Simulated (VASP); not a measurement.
The system is GaAs.

```xyz
2
Lattice="0.0000 2.8268 2.8268 2.8268 0.0000 2.8268 2.8268 2.8268 0.0000" Properties=species:S:1:pos:R:3 pbc="T T T"
As    4.2403    4.2403    4.2403
Ga    0.0000    0.0000    0.0000
```

Base run:

| Property | Result |
| --- | --- |
| Program | VASP 6.6.1 |
| Functional | b88 exchange, pbe correlation |
| Potentials or basis | VASP PAW PBE potentials, release 64 (As, Ga_d) |
| Cutoff | 500 eV |
| k mesh | 8 × 8 × 8 |
| Occupations | fermi-dirac, width 0.05 eV |
| Spin | no spin polarisation |

Its results: band gap on the k mesh 0.50 eV; pressure 3.2 GPa.

Question: The run is repeated on the same cell with these changes: functional from b88 exchange, pbe correlation to PBE-based global hybrid with 50 % exact exchange; cutoff from 500 eV to 520 eV; k mesh from 8 × 8 × 8 to 5 × 5 × 5. What comes out?

Answer: Band gap on the k mesh 3.84 eV; pressure -1.7 GPa.

Several settings changed at once.

Caveats: the PAW data sets were made with another functional, which shifts forces and pressure a little; the cell stands under pressure (at least some runs); an odd mesh through Γ misses points on the zone boundary, where band edges can lie (at least some runs).
